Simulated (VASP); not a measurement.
# BaTiO3 (P4mm) in VASP: a series of runs

The runs below take BaTiO3 through single point, with PBE+D3(BJ), PBE, RPBE.

Everything below comes from runs of VASP 6.6.1. Logs are shortened: lines on timing, memory, paths and dates and some standing lists are left out, and cuts for length are marked.

### 1 The cell of the first run

Symmetry: P4mm, No. 99, tetragonal system. Conventional cell: a = 3.974 Å, b = 3.974 Å, c = 4.093 Å, α = 90.00°, β = 90.00°, γ = 90.00°. Within 3.7 Å of Ba (site symmetry 4mm) lie 12 O at 2.79 to 2.92 Å and 8 Ti at 3.44 to 3.52 Å. Within 2.4 Å of Ti (site symmetry 4mm) lie 6 O at 1.83 to 2.26 Å. O (site symmetry 4mm) has 2 Ti at 1.83 to 2.26 Å within 2.4 Å. Within 2.6 Å of O (site symmetry 2mm) lie 2 Ti at 1.99 Å.

### 2 Single point, PBE+D3(BJ)

INCAR reads:

```
SYSTEM = BaTiO3
  PREC = Accurate
  ENCUT = 520
  EDIFF = 1E-6
  ISMEAR = 0
  SIGMA = 0.01
  LREAL = .FALSE.
  LASPH = .TRUE.
  NELM = 80
  ALGO = Normal
  ISIF = 2
  LWAVE = .FALSE.
  LCHARG = .TRUE.
  GGA = PE
  IVDW = 12
  LELF = .TRUE.
  LVHAR = .TRUE.
  NBANDS = 28
```

KPOINTS reads:

```
regular mesh
0
G
  6 6 6
  0 0 0
```

POSCAR reads:

```
BaTiO3
1.0
    3.9736753172      0.0000000000      0.0000000000
    0.0000000000      3.9736753172      0.0000000000
    0.0000000000      0.0000000000      4.0925836884
Ba Ti O
1 1 3
Direct
    0.0000000000      0.0000000000     -0.0038632984
    0.5000000000      0.5000000000      0.4793015536
    0.5000000000      0.5000000000      0.0313622497
    0.5000000000      0.0000000000      0.5180997476
    0.0000000000      0.5000000000      0.5180997476
```

Potentials or basis: VASP PAW PBE potentials, release 64 (Ba_sv, Ti_sv, O).

The run is started by

```
$ cat potpaw_PBE.64/Ba_sv/POTCAR potpaw_PBE.64/Ti_sv/POTCAR potpaw_PBE.64/O/POTCAR > POTCAR
$ mpirun -np 1 vasp_std > vasp.out
```

OUTCAR:

```text
SYSTEM = BaTiO3
   PREC = Accurate
   ENCUT = 520
   EDIFF = 1E-6
   ISMEAR = 0
   LREAL = .FALSE.
   LASPH = .TRUE.
   NELM = 80
   ISIF = 2
   GGA = PE
   IVDW = 12
 IVDW          = 12

 ion  position               nearest neighbor table
   1  0.000  0.000  0.996-   4 2.79   5 2.79   5 2.79   4 2.79   3 2.81   3 2.81   3 2.81   3 2.81
                             4 2.92   5 2.92   5 2.92   4 2.92   2 3.44   2 3.44   2 3.44   2 3.44
   2  0.500  0.500  0.479-   3 1.83   4 1.99   5 1.99   4 1.99   5 1.99   3 2.26   1 3.44   1 3.44
                             1 3.44   1 3.44   1 3.52   1 3.52   1 3.52   1 3.52
   3  0.500  0.500  0.031-   2 1.83   2 2.26   1 2.81   1 2.81   1 2.81   1 2.81
   4  0.500  0.000  0.518-   2 1.99   2 1.99   1 2.79   1 2.79   1 2.92   1 2.92
   5  0.000  0.500  0.518-   2 1.99   2 1.99   1 2.79   1 2.79   1 2.92   1 2.92

  LATTYP: Found a simple tetragonal cell.
 ALAT       =     3.9736753172
 C/A-ratio  =     1.0299240279

  Lattice vectors:

 A1 = (   3.9736753172,   0.0000000000,   0.0000000000)
 A2 = (   0.0000000000,   3.9736753172,   0.0000000000)
 A3 = (   0.0000000000,   0.0000000000,   4.0925836884)

Analysis of symmetry for initial positions (statically):
=====================================================================
 Subroutine PRICEL returns:
 Original cell was already a primitive cell.

 Routine SETGRP: Setting up the symmetry group for a
 simple tetragonal supercell.

 Subroutine GETGRP returns: Found  8 space group operations
 (whereof  8 operations were pure point group operations)
 out of a pool of 16 trial point group operations.

The static configuration has the point symmetry C_4v.

Analysis of symmetry for dynamics (positions and initial velocities):
=====================================================================
 Subroutine PRICEL returns:
 Original cell was already a primitive cell.

 Routine SETGRP: Setting up the symmetry group for a
 simple tetragonal supercell.

 Subroutine GETGRP returns: Found  8 space group operations
 (whereof  8 operations were pure point group operations)
 out of a pool of 16 trial point group operations.

The dynamic configuration has the point symmetry C_4v.

 Subroutine INISYM returns: Found  8 space group operations
 (whereof  8 operations are pure point group operations),
 and found     1 'primitive' translations

----------------------------------------------------------------------------------------

                                     Primitive cell

  volume of cell :      64.6223

  direct lattice vectors                    reciprocal lattice vectors
[... 98 lines left out ...]
   NFREE  =      0    steps in history (QN), initial steepest desc. (CG)
   ISIF   =      2    stress and relaxation
   ISYM   =      2    0-nonsym 1-usesym 2-fastsym
   POTIM  = 0.5000    time-step for ionic-motion
   TEBEG  =    0.0;   TEEND  =   0.0 temperature during run
   PSTRESS=    0.0 pullay stress
   NELECT =      40.0000    total number of electrons
   NUPDOWN=      -1.0000    fix difference up-down
   EMIN   =  10.00;   EMAX   =-10.00  energy-range for DOS
   EFERMI =   0.00;   METHOD = LEGACY
   ISMEAR =     0;   SIGMA  =   0.01  broadening in eV -4-tet -1-fermi 0-gaus
   EFERMI_NEDOS =   21; number of points for ismear=-14 and -15
   IALGO  =     38    algorithm
   IMIX   =      4    mixing-type and parameters
     AMIX     =   0.40;   BMIX     =  1.00
     AMIX_MAG =   1.60;   BMIX_MAG =  1.00
  volume/ion in A,a.u.               =      12.92        87.22
  Fermi-wavevector in a.u.,A,eV,Ry     =   1.395192  2.636531 26.484576  1.946561
  Thomas-Fermi vector in A             =   2.518668
   LORBIT       =      0    0 simple, 1 ext, 2 COOP (PROOUT), +10 PAW based schemes
   GGA     = PE    functional components
   LHFCALC =     F    Hartree Fock is set to
   AEXX    =    0.0000 exact exchange contribution
   IVDW    =    12    specifies the selected vdW correction
   LEPSILON=     F    determine dielectric tensor
   LRPA    =     F    only Hartree local field effects (RPA)
 non-spin polarized calculation
 Gauss-broadening in eV      SIGMA  =   0.01
  energy-cutoff  :      520.00
  volume of cell :       64.62
 maximum number of plane-waves:      1779
 NGX is ok and might be reduce to    30
   NGX = 15   NGY = 15   NGZ = 15

 number of electron      39.9999984 magnetization

 Free energy of the ion-electron system (eV)
  ---------------------------------------------------
  ext. energy  EPLUGINS =         0.00000000
  ---------------------------------------------------
  free energy    TOTEN  =       -40.00199168 eV

  energy without entropy =      -40.00199168  energy(sigma->0) =      -40.00199168

 E-fermi :   4.0665     XC(G=0): -11.2036

 val. band max:        3.9059425756   @ k =   0.5000   0.5000   0.5000
 cond. band min:       5.7116433278   @ k =   0.0000   0.0000   0.0000
 fundamental gap:      1.8057007522
 Fermi energy:         4.0664593184

 k-point     1 :       0.0000    0.0000    0.0000
  band No.  band energies     occupation
      1     -52.6658      2.00000
      2     -28.9671      2.00000
      3     -28.8771      2.00000
      4     -28.8771      2.00000
      5     -21.0951      2.00000
      6     -13.0998      2.00000
[... 733 lines left out ...]
     27      11.8620      0.00000
     28      13.1435      0.00000

 [... further k-points ...]

------------------------ aborting loop because EDIFF is reached ----------------------------------------

 Edisp (eV)   -1.31450

 E8    (eV) :    -0.5978

  FORCE on cell =-STRESS in cart. coord.  units (eV):
  Direction    XX          YY          ZZ          XY          YZ          ZX
  --------------------------------------------------------------------------------------
  -------------------------------------------------------------------------------------
  Total       0.69862     0.69862     0.73211     0.00000    -0.00000     0.00000
  in kB      17.32086    17.32086    18.15106     0.00000    -0.00000     0.00000
  external pressure =       17.60 kB  Pullay stress =        0.00 kB

 VOLUME and BASIS-vectors are now :
 -----------------------------------------------------------------------------
  energy-cutoff  :      520.00
  volume of cell :       64.62
      direct lattice vectors                 reciprocal lattice vectors
     3.973675317  0.000000000  0.000000000     0.251656192  0.000000000  0.000000000
     0.000000000  3.973675317  0.000000000     0.000000000  0.251656192  0.000000000
     0.000000000  0.000000000  4.092583688     0.000000000  0.000000000  0.244344423

 POSITION                                       TOTAL-FORCE (eV/Angst)
 -----------------------------------------------------------------------------------
      0.00000      0.00000      4.07677         0.000000     -0.000000      0.036787
      1.98684      1.98684      1.96158         0.000000      0.000000      0.068282
      1.98684      1.98684      0.12835         0.000000     -0.000000     -0.067738
      1.98684      0.00000      2.12037         0.000000     -0.000000     -0.018666
      0.00000      1.98684      2.12037         0.000000     -0.000000     -0.018666
 -----------------------------------------------------------------------------------
    total drift:                                0.000000      0.000000      0.000442

  FREE ENERGIE OF THE ION-ELECTRON SYSTEM (eV)
  ---------------------------------------------------
  free  energy   TOTEN  =       -41.3164929050 eV

  energy  without entropy=      -41.3164929050  energy(sigma->0) =      -41.31649291
```

OSZICAR:

```text
N       E                     dE             d eps       ncg     rms          rms(c)
DAV:   1     0.439434446702E+03    0.43943E+03   -0.20954E+04  2240   0.155E+03
DAV:   2    -0.543774182864E+01   -0.44487E+03   -0.42518E+03  2632   0.429E+02
DAV:   3    -0.484889523318E+02   -0.43051E+02   -0.42677E+02  3092   0.134E+02
DAV:   4    -0.506559436419E+02   -0.21670E+01   -0.21627E+01  3392   0.250E+01
DAV:   5    -0.507162117000E+02   -0.60268E-01   -0.60255E-01  2984   0.333E+00    0.235E+01
DAV:   6    -0.401985075021E+02    0.10518E+02   -0.56164E+01  3228   0.677E+01    0.100E+01
DAV:   7    -0.401674991836E+02    0.31008E-01   -0.10602E+01  3008   0.241E+01    0.706E+00
DAV:   8    -0.399933012782E+02    0.17420E+00   -0.63395E-01  2776   0.725E+00    0.361E+00
DAV:   9    -0.400289447192E+02   -0.35643E-01   -0.34573E-01  3284   0.511E+00    0.157E+00
DAV:  10    -0.400056287308E+02    0.23316E-01   -0.15391E-01  2700   0.409E+00    0.542E-01
DAV:  11    -0.400021450820E+02    0.34836E-02   -0.13060E-02  2796   0.714E-01    0.142E-01
DAV:  12    -0.400020165374E+02    0.12854E-03   -0.11273E-03  2596   0.210E-01    0.449E-02
DAV:  13    -0.400019880488E+02    0.28489E-04   -0.19553E-04  2780   0.146E-01    0.225E-02
DAV:  14    -0.400019933629E+02   -0.53141E-05   -0.57997E-05  3196   0.570E-02    0.169E-02
DAV:  15    -0.400019927523E+02    0.61064E-06   -0.24927E-05  2924   0.504E-02    0.100E-02
DAV:  16    -0.400019917018E+02    0.10504E-05   -0.42100E-06  2016   0.220E-02    0.121E-03
DAV:  17    -0.400019916815E+02    0.20319E-07   -0.31008E-07  1452   0.521E-03
   1 F= -.41316493E+02 E0= -.41316493E+02  d E =-.329826-116
```

It took 4.2 min on 1 thread of AMD EPYC, shared host; peak memory 0.2 GiB.

Results:

```yaml
Free_energy: -41.3165 eV
Pressure: 1.8 GPa
Largest_force: 0.068 eV/Å
Band_gap_on_the_k_mesh: 1.81 eV (least direct gap 2.27 eV)
Dispersion_energy_per_atom: -0.263 eV
```

Forces in eV/Å, atoms in the order of the input:
```
Ba   0.000  0.000  0.037
Ti   0.000  0.000  0.068
O    0.000  0.000 -0.068
O    0.000  0.000 -0.019
O    0.000  0.000 -0.019
```

Stress tensor (GPa, compression positive):
```
1.73 0.00 0.00
0.00 1.73 0.00
0.00 0.00 1.82
```

Levels at points of the mesh, in eV from the valence-band top:
| k point | band 18 | band 19 | band 20 | band 21 | band 22 | band 23 |
| --- | --- | --- | --- | --- | --- | --- |
| (0.00, 0.00, 0.00) | -0.63 | -0.46 | -0.46 | 1.81 | 2.26 | 2.26 |
| (0.50, 0.00, 0.00) | -1.73 | -1.31 | -1.11 | 2.37 | 3.52 | 3.60 |
| (0.50, 0.50, 0.00) | -1.08 | -1.08 | -0.07 | 3.63 | 3.63 | 3.99 |
| (0.00, 0.00, 0.50) | -2.02 | -0.73 | -0.73 | 1.95 | 3.54 | 3.54 |
| (0.50, 0.00, 0.50) | -1.05 | -1.00 | -0.36 | 3.55 | 3.56 | 3.87 |
| (0.50, 0.50, 0.50) | -0.29 | -0.29 | 0.00 | 4.13 | 4.13 | 4.19 |

Caveat: spin-orbit coupling is left out, which moves the levels of the heavy elements.

### 3 Single point, PBE

This run uses another cell than the first one, of 13.35 Å³/atom.

INCAR reads:

```
SYSTEM = BaTiO3
ALGO = Normal
EDIFF = 1E-6
ENCUT = 520
GGA = PE
ISIF = 2
ISMEAR = 0
LASPH = .True.
LCHARG = .False.
LREAL = .False.
LWAVE = .False.
NBANDS = 28
NELM = 60
PREC = Accurate
SIGMA = 0.01
```

KPOINTS reads:

```
k-points
0
Gamma
  6 6 6
  0 0 0
```

POSCAR reads:

```
BaTiO3
1.0
    3.9853657018      0.0000000000      0.0000000000
    0.0000000000      3.9853657018      0.0000000000
    0.0000000000      0.0000000000      4.2026010011
Ba Ti O
1 1 3
Direct
    0.0000000000      0.0000000000     -0.0105308384
    0.5000000000      0.5000000000      0.4720460841
    0.5000000000      0.5000000000      0.0408253735
    0.5000000000      0.0000000000      0.5203296904
    0.0000000000      0.5000000000      0.5203296904
```

Potentials or basis: VASP PAW PBE potentials, release 64 (Ba_sv, Ti_sv, O).

The run is started by

```
$ cat potpaw_PBE.64/Ba_sv/POTCAR potpaw_PBE.64/Ti_sv/POTCAR potpaw_PBE.64/O/POTCAR > POTCAR
$ mpirun -np 1 vasp_std > vasp.out
```

Run time: 4.1 min. Hardware: 1 thread of AMD EPYC, shared host; peak memory 0.19 GiB.

Results (log left out):

```
Free energy            : -40.0405 eV
Pressure               : 1.6 GPa
Largest force          : 0.081 eV/Å
Band gap on the k mesh : 1.79 eV (least direct gap 2.36 eV)
```

Forces on the atoms (eV/Å):
```
Ba   0.000  0.000  0.043
Ti   0.000  0.000  0.081
O    0.000  0.000 -0.076
O    0.000  0.000 -0.025
O    0.000  0.000 -0.025
```

Levels at points of the mesh, in eV from the valence-band top:
```tsv
k point	band 18	band 19	band 20	band 21	band 22	band 23
(0.00, 0.00, 0.00)	-0.94	-0.57	-0.57	1.79	2.43	2.43
(0.50, 0.00, 0.00)	-1.72	-1.59	-1.35	2.51	3.42	3.52
(0.50, 0.50, 0.00)	-1.17	-1.17	-0.06	3.56	3.56	3.90
(0.00, 0.00, 0.50)	-2.00	-0.74	-0.74	1.91	3.43	3.43
(0.50, 0.00, 0.50)	-1.18	-1.10	-0.53	3.44	3.47	3.70
(0.50, 0.50, 0.50)	-0.46	-0.46	0.00	3.94	3.94	4.06
```

Caveat: spin-orbit coupling is left out, which moves the levels of the heavy elements. A k mesh can miss the band edges.

### 4 Single point, RPBE

This run uses another cell than the first one, of 14.12 Å³/atom.

INCAR reads:

```
PREC = Accurate
ENCUT = 520
EDIFF = 1E-6
ISMEAR = 0
SIGMA = 0.01
LREAL = F
LASPH = T
NELM = 60
ALGO = Normal
ISIF = 2
LWAVE = F
LCHARG = F
GGA = RP
NBANDS = 28
```

KPOINTS reads:

```
regular mesh
0
Gamma
  6 6 6
```

POSCAR reads:

```
BaTiO3
1.0
    3.9875983201      0.0000000000      0.0000000000
    0.0000000000      3.9875983201      0.0000000000
    0.0000000000      0.0000000000      4.4387470979
Ba Ti O
1 1 3
Direct
    0.0000000000      0.0000000000     -0.0285540140
    0.5000000000      0.5000000000      0.4614828458
    0.5000000000      0.5000000000      0.0580619546
    0.5000000000      0.0000000000      0.5260046068
    0.0000000000      0.5000000000      0.5260046068
```

Potentials or basis: VASP PAW PBE potentials, release 64 (Ba_sv, Ti_sv, O).

The run is started by

```
$ cat potpaw_PBE.64/Ba_sv/POTCAR potpaw_PBE.64/Ti_sv/POTCAR potpaw_PBE.64/O/POTCAR > POTCAR
$ mpirun -np 1 vasp_std > vasp.out
```

OUTCAR:

```text
PREC = Accurate
   ENCUT = 520
   EDIFF = 1E-6
   ISMEAR = 0
   LREAL = F
   LASPH = T
   NELM = 60
   ISIF = 2
   GGA = RP

 ion  position               nearest neighbor table
   1  0.000  0.000  0.971-   4 2.81   5 2.81   5 2.81   4 2.81   3 2.85   3 2.85   3 2.85   3 2.85
                             4 3.17   5 3.17   5 3.17   4 3.17   2 3.56   2 3.56   2 3.56   2 3.56
   2  0.500  0.500  0.461-   3 1.79   4 2.01   5 2.01   4 2.01   5 2.01   1 3.56   1 3.56   1 3.56
                             1 3.56   1 3.62   1 3.62   1 3.62   1 3.62
   3  0.500  0.500  0.058-   2 1.79   1 2.85   1 2.85   1 2.85   1 2.85
[... 952 lines left out ...]
  -------------------------------------------------------------------------------------
  Total        0.5616179      0.5616179      0.5745713      0.0000000      0.0000000      0.0000000
  in kB       12.7487700     12.7487700     13.0428141      0.0000000      0.0000000      0.0000000
  external PRESSURE =      12.8467847 kB  Pullay stress =       0.0000000 kB

 VOLUME and BASIS-vectors are now :
 -----------------------------------------------------------------------------
  energy-cutoff  :      520.00
  volume of cell :       70.58
      direct lattice vectors                 reciprocal lattice vectors
     3.987598320  0.000000000  0.000000000     0.250777516  0.000000000  0.000000000
     0.000000000  3.987598320  0.000000000     0.000000000  0.250777516  0.000000000
     0.000000000  0.000000000  4.438747098     0.000000000  0.000000000  0.225288798

 POSITION                                       TOTAL-FORCE (eV/Angst)
 -----------------------------------------------------------------------------------
      0.00000      0.00000      4.31200        -0.000000     -0.000000      0.077552
      1.99380      1.99380      2.04841         0.000000      0.000000      0.062602
      1.99380      1.99380      0.25772         0.000000     -0.000000     -0.062243
      1.99380      0.00000      2.33480         0.000000     -0.000000     -0.038956
      0.00000      1.99380      2.33480         0.000000     -0.000000     -0.038956
 -----------------------------------------------------------------------------------
    total drift:                                0.000000      0.000000      0.000381

  FREE ENERGIE OF THE ION-ELECTRON SYSTEM (eV)
  ---------------------------------------------------
  free  energy   TOTEN  =       -38.0486759293 eV

  energy  without entropy=      -38.0486759293  energy(sigma->0) =      -38.04867593
```

stdout:

```text
POSCAR found type information on POSCAR BaTiO
 POSCAR found :  3 types and       5 ions
 scaLAPACK will be used
 -----------------------------------------------------------------------------
|                                                                             |
|                                                                             |
|     You enforced a specific xc type in the INCAR file but a different       |
|     I HOPE YOU KNOW WHAT YOU ARE DOING!                                     |
|                                                                             |
 -----------------------------------------------------------------------------

 LDA part: xc-table for (Slater+PW92), standard interpolation
 POSCAR, INCAR and KPOINTS ok, starting setup
 FFT: planning ... GRIDC
 FFT: planning ... GRID_SOFT
 FFT: planning ... GRID
 WAVECAR not read
 entering main loop
```

Wall time 5.1 min (1 thread of AMD EPYC, shared host); peak memory 0.19 GiB.

What came out:

* Free energy: -38.0487 eV
* Pressure: 1.3 GPa
* Largest force: 0.078 eV/Å
* Band gap on the k mesh: 1.82 eV (least direct gap 2.49 eV)

Forces on the atoms (eV/Å):
```
Ba   0.000  0.000  0.078
Ti   0.000  0.000  0.063
O    0.000  0.000 -0.062
O    0.000  0.000 -0.039
O    0.000  0.000 -0.039
```

Caveat: the PAW data sets were made with another functional, which shifts forces and pressure a little; spin-orbit coupling is left out, which moves the levels of the heavy elements.

### 5 The runs side by side

```tsv
level	cell	gap on the mesh (eV)	pressure (GPa)	largest force (eV/Å)
PBE+D3(BJ)	a = 3.974, b = 3.974, c = 4.093 Å, 5 atoms, atomic positions A	1.81	1.8	0.07
PBE	a = 3.985, b = 3.985, c = 4.203 Å, 5 atoms, atomic positions B	1.79	1.6	0.08
RPBE	a = 3.988, b = 3.988, c = 4.439 Å, 5 atoms, atomic positions C	1.82	1.3	0.08
```

Alike in all rows: task single point; potentials or basis VASP PAW PBE potentials, release 64 (Ba_sv, Ti_sv, O); no spin polarisation; k mesh 6 × 6 × 6; cutoff (eV) 520; smearing gaussian 0.01 eV.

Caveats: spin-orbit coupling is left out, which moves the levels of the heavy elements; the PAW data sets were made with another functional, which shifts forces and pressure a little (at least some runs).

Absolute energies hang on the potentials; compare differences alone.
